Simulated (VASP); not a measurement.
# H18CO10 in VASP: notebook, part 2 of 4

VASP 6.6.1. The steps go on from the part before.

## (3) Single point, PBE+D3(BJ)

File INCAR:

```
PREC     = Accurate       # precision mode
ENCUT    = 520            # plane-wave cutoff, eV
EDIFF    = 1E-6           # SCF threshold, eV
ISMEAR   = -1             # smearing method
SIGMA    = 0.05           # smearing width, eV
LREAL    = Auto         
LASPH    = True           # aspherical terms in the spheres
NELM     = 60             # most SCF steps
ALGO     = Normal         # electronic algorithm
ISIF     = 2              # what is computed and relaxed
LWAVE    = False          # write WAVECAR
LCHARG   = False          # write CHGCAR
GGA      = PE             # functional
IVDW     = 12             # dispersion correction
NBANDS   = 61             # bands
```

File KPOINTS:

```
Automatic mesh
0
Gamma
  1 1 1
```

File POSCAR:

```
H18CO10
1.0
    6.4847770000      0.0000000000      0.0000000000
    0.0000000000      6.4847770000      0.0000000000
    0.0000000000      0.0000000000      6.4847770000
O H C
10 18 1
Direct
    0.2471788930      0.9641349271      0.1680242821
    0.9823776515      0.6080239922      0.6863613043
    0.8320255269      0.7853469749      0.3607063126
    0.5656169827      0.7741977866      0.9313350328
    0.1720182514      0.1266813030      0.5634735011
    0.7628943910      0.1087469932      0.6846958654
    0.3506057340      0.4147713946      0.8518720073
    0.7134709490      0.1638144226      0.2010092251
    0.2360142839      0.4967171577      0.2442797956
    0.5424396244      0.4365454664      0.4174546018
    0.1382314303      0.8844097492      0.1011599936
    0.3747391776      0.9051352113      0.1117694564
    0.9530011595      0.6944109258      0.5674366289
    0.8684955551      0.5435190755      0.7378665450
    0.7833422799      0.9141871802      0.3064407612
    0.7317599356      0.6926838039      0.3016449139
    0.6473314348      0.8640389639      0.8417097458
    0.5755633540      0.6334065150      0.8839317065
    0.0945445001      0.2390830093      0.5002639258
    0.2075476150      0.0364546075      0.4354660153
    0.9077567355      0.1083306334      0.6513254041
    0.6939483039      0.0869883421      0.5555009833
    0.2157360230      0.4818207318      0.8205679239
    0.3438668747      0.2845587443      0.7796721460
    0.6352261612      0.2792231714      0.2611346543
    0.7316674112      0.1803762874      0.0538337710
    0.3041584930      0.4264911500      0.1330963270
    0.3088618159      0.6233059363      0.5199407782
    0.3706989462      0.5241968999      0.3986875724
```

Potentials or basis: VASP PAW PBE potentials, release 64 (O, H, C).

Run with:

```bash
$ cat potpaw_PBE.64/O/POTCAR potpaw_PBE.64/H/POTCAR potpaw_PBE.64/C/POTCAR > POTCAR
$ mpirun -np 1 vasp_gam > vasp.out
```

OUTCAR:

```text
PREC = Accurate
   ENCUT = 520
   EDIFF = 1E-6
   ISMEAR = -1
   LREAL = Auto
   LASPH = True
   NELM = 60
   ISIF = 2
   GGA = PE
   IVDW = 12
 IVDW          = 12

 ion  position               nearest neighbor table
   1  0.247  0.964  0.168-  11 0.98  12 0.98
   2  0.982  0.608  0.686-  14 0.91  13 0.97
   3  0.832  0.785  0.361-  15 0.96  16 0.96
[... 312 lines left out ...]
  -------------------------------------------------------------------------------------
  Total       2.04438     4.21439     1.40191     1.37771     0.10787    -3.02452
  in kB      12.01120    24.76055     8.23653     8.09438     0.63378   -17.76976
  external pressure =       15.00 kB  Pullay stress =        0.00 kB

 VOLUME and BASIS-vectors are now :
 -----------------------------------------------------------------------------
  energy-cutoff  :      520.00
  volume of cell :      272.70
      direct lattice vectors                 reciprocal lattice vectors
     6.484777000  0.000000000  0.000000000     0.154207307  0.000000000  0.000000000
     0.000000000  6.484777000  0.000000000     0.000000000  0.154207307  0.000000000
     0.000000000  0.000000000  6.484777000     0.000000000  0.000000000  0.154207307

 POSITION                                       TOTAL-FORCE (eV/Angst)
 -----------------------------------------------------------------------------------
      1.60290      6.25220      1.08960        -0.115002     -0.046057      0.092876
      6.37050      3.94290      4.45090         4.009020      0.747379      0.135045
      5.39550      5.09280      2.33910         0.239107     -0.549467      0.039190
      3.66790      5.02050      6.03950         0.034005      0.541553      0.546659
      1.11550      0.82150      3.65400         0.221110     -0.897421     -1.370638
      4.94720      0.70520      4.44010        -0.898727      0.025849      1.210193
[... 21 lines left out ...]
      2.00290      4.04200      3.37170        -0.050266      0.198839      0.163555
      2.40390      3.39930      2.58540         0.545331     -1.210746     -0.179992
 -----------------------------------------------------------------------------------
    total drift:                               -0.013753     -0.011647     -0.009579

  FREE ENERGIE OF THE ION-ELECTRON SYSTEM (eV)
  ---------------------------------------------------
  free  energy   TOTEN  =      -147.3381521164 eV

  energy  without entropy=     -147.3381521163  energy(sigma->0) =     -147.33815212
```

OSZICAR:

```text
N       E                     dE             d eps       ncg     rms          rms(c)
DAV:   1     0.608165124515E+03    0.60817E+03   -0.46803E+04   130   0.126E+03
DAV:   2    -0.105537433640E+03   -0.71370E+03   -0.68676E+03   151   0.305E+02
DAV:   3    -0.159911609230E+03   -0.54374E+02   -0.54013E+02   140   0.895E+01
DAV:   4    -0.160660265502E+03   -0.74866E+00   -0.74705E+00   148   0.118E+01
DAV:   5    -0.160671581153E+03   -0.11316E-01   -0.11312E-01   156   0.140E+00    0.238E+01
DAV:   6    -0.146614644095E+03    0.14057E+02   -0.43722E+01   140   0.275E+01    0.918E+00
DAV:   7    -0.146329358732E+03    0.28529E+00   -0.19260E+00   148   0.556E+00    0.573E+00
DAV:   8    -0.146166096301E+03    0.16326E+00   -0.47923E-01   156   0.359E+00    0.772E-01
DAV:   9    -0.146161601483E+03    0.44948E-02   -0.50982E-02   148   0.116E+00    0.383E-01
DAV:  10    -0.146166399853E+03   -0.47984E-02   -0.26590E-02   148   0.818E-01    0.231E-01
DAV:  11    -0.146166287614E+03    0.11224E-03   -0.34347E-03   140   0.345E-01    0.974E-02
DAV:  12    -0.146166806818E+03   -0.51920E-03   -0.92970E-04   132   0.144E-01    0.337E-02
DAV:  13    -0.146166900170E+03   -0.93351E-04   -0.10232E-04   140   0.531E-02    0.109E-02
DAV:  14    -0.146166906844E+03   -0.66749E-05   -0.12223E-05   140   0.192E-02    0.585E-03
DAV:  15    -0.146166907990E+03   -0.11455E-05   -0.18646E-06   116   0.785E-03    0.266E-03
DAV:  16    -0.146166908371E+03   -0.38137E-06   -0.78535E-07    92   0.506E-03
   1 F= -.14733815E+03 E0= -.14733815E+03  d E =-.518610E-10
```

stdout:

```text
POSCAR found type information on POSCAR O H C
 POSCAR found :  3 types and      29 ions
 scaLAPACK will be used
 LDA part: xc-table for (Slater+PW92), standard interpolation
 POSCAR, INCAR and KPOINTS ok, starting setup
 FFT: planning ... GRIDC
 FFT: planning ... GRID_SOFT
 FFT: planning ... GRID
 WAVECAR not read
 entering main loop
```

Run time: 82 s. Hardware: 1 thread of Intel Xeon 8259CL, shared host; peak memory 0.31 GiB.

What came out:

| Property | Result |
| --- | --- |
| Free energy | -147.3382 eV |
| Pressure | 1.5 GPa |
| Largest force | 4.080 eV/Å |
| Dispersion energy per atom | -0.040 eV |

Forces in eV/Å, atoms in the order of the input:
```
O   -0.115 -0.046  0.093
O    4.009  0.747  0.135
O    0.239 -0.549  0.039
O    0.034  0.542  0.547
O    0.221 -0.897 -1.371
O   -0.899  0.026  1.210
O   -0.502  0.668  0.727
O    0.558 -0.865 -0.261
O    0.282  1.102  2.122
O   -1.603  1.389 -0.356
H    0.069  0.084  0.277
H    0.097  0.025 -0.237
H   -0.866  0.243 -0.553
H   -3.018 -1.432  0.788
H   -0.022  1.537 -0.541
H   -0.061 -0.717 -0.013
H    0.194  0.076 -0.157
H   -0.360 -0.341 -0.335
H    0.223  0.188 -0.190
H   -0.352  0.986  1.059
H    0.946 -0.403 -0.079
H   -0.260  0.031 -0.348
H    0.463 -0.050 -0.182
H   -0.096 -0.596 -0.358
H   -0.114  0.290 -0.056
H   -0.150  0.104 -0.051
H    0.588 -1.128 -1.891
H   -0.050  0.199  0.164
C    0.545 -1.211 -0.180
```

Caveat: the k points lie up to 0.97 Å⁻¹ apart.

## (4) Single point, PBE+D3(BJ)

INCAR, as its differences from that of step 3:

```diff
@@ -6,3 +6,3 @@
 LREAL    = Auto         
-LASPH    = True           # aspherical terms in the spheres
+LASPH    = T              # aspherical terms in the spheres
 NELM     = 60             # most SCF steps
@@ -10,4 +10,4 @@
 ISIF     = 2              # what is computed and relaxed
-LWAVE    = False          # write WAVECAR
-LCHARG   = False          # write CHGCAR
+LWAVE    = F              # write WAVECAR
+LCHARG   = F              # write CHGCAR
 GGA      = PE             # functional
```

KPOINTS is that of step 3.

File POSCAR:

```
H18CO10
1.0
    6.4847770000      0.0000000000      0.0000000000
    0.0000000000      6.4847770000      0.0000000000
    0.0000000000      0.0000000000      6.4847770000
O H C
10 18 1
Direct
    0.2848208967      1.0006820589      0.1730668611
    0.9879136939      0.6116016017      0.6944109258
    0.7972980412      0.7906671270      0.3633740991
    0.5742680126      0.7721314087      0.9472954891
    0.1379230157      0.1165344622      0.5423162585
    0.7326234965      0.1171821329      0.6951973830
    0.3114216572      0.3972997067      0.8779330423
    0.7529634404      0.1624111361      0.1820108849
    0.1993746277      0.4761304822      0.2343180035
    0.5002639258      0.4218649307      0.3950020178
    0.1649092945      0.9323219596      0.1108904747
    0.4138615715      0.9285438805      0.1260644738
    0.9540343484      0.7012577302      0.5707520860
    0.8690044392      0.6248788509      0.7747683536
    0.7490465748      0.9107637780      0.2723146841
    0.7554924402      0.6756284757      0.2705258793
    0.6002211024      0.8936005047      0.8489883307
    0.4647808244      0.6839402496      0.8928757303
    0.0690231908      0.2385432838      0.4988914808
    0.2179874497      0.0710895687      0.4115176204
    0.8669380612      0.0770265500      0.6553810563
    0.6544558124      0.0911519394      0.5673132630
    0.1825968726      0.4531690141      0.8162501193
    0.3538440875      0.2937340791      0.7757861219
    0.6522352272      0.2516354842      0.2693847452
    0.7081199554      0.1794510436      0.0418056010
    0.2277487722      0.3721793363      0.1273752359
    0.3089543403      0.6701386956      0.4536162153
    0.3481229964      0.5235800707      0.3651320624
```

Run with:

```bash
$ cat potpaw_PBE.64/O/POTCAR potpaw_PBE.64/H/POTCAR potpaw_PBE.64/C/POTCAR > POTCAR
$ mpirun -np 1 vasp_gam > vasp.out
```

It took 77 s on 1 thread of Intel Xeon 8259CL, shared host; peak memory 0.31 GiB.

It converged, with:

```yaml
Free_energy: -147.3859 eV
Pressure: -0.3 GPa
Largest_force: 2.482 eV/Å
Dispersion_energy_per_atom: -0.040 eV
```

Forces in eV/Å, atoms in the order of the input:
```
O    0.336 -0.240 -0.045
O    1.620  0.472 -1.820
O   -0.973  0.000 -1.730
O    0.399  1.363 -0.571
O    1.365 -1.194 -0.537
O   -2.476 -0.017  0.142
O   -0.092 -0.072 -0.638
O   -0.932  0.835  1.486
O   -1.006  1.321  0.939
O    1.974 -0.866  0.542
H    0.520  0.039  0.166
H   -0.898  0.084 -0.133
H    0.172 -0.699  0.594
H   -1.926  0.072  1.389
H    0.953 -0.309  0.907
H    0.374  0.410  0.905
H   -0.139 -1.286  0.674
H    0.010 -0.237 -0.282
H   -0.487  1.066 -0.439
H   -0.991  0.243  1.030
H    2.075 -0.572 -0.356
H    0.180  0.203  0.687
H    0.139  0.207 -0.094
H   -0.128  0.072  0.208
H    0.971 -0.745 -1.256
H   -0.150  0.189 -0.618
H    0.792 -0.559 -0.496
H    0.248 -0.744 -0.453
C   -1.930  0.965 -0.201
```

Stress tensor (GPa, compression positive):
```
 1.07 -0.71 -0.24
-0.71 -1.07 -0.24
-0.24 -0.24 -0.98
```

Levels at points of the mesh, in eV from the Fermi level:
```csv
k point,band 38,band 39,band 40,band 41,band 42,band 43,band 44,band 45
"(0.00, 0.00, 0.00)",-1.72,-1.52,-1.39,-1.20,3.61,3.96,6.51,6.59
```

Caveat: the k points lie up to 0.97 Å⁻¹ apart.

[end of part 2 of 4]
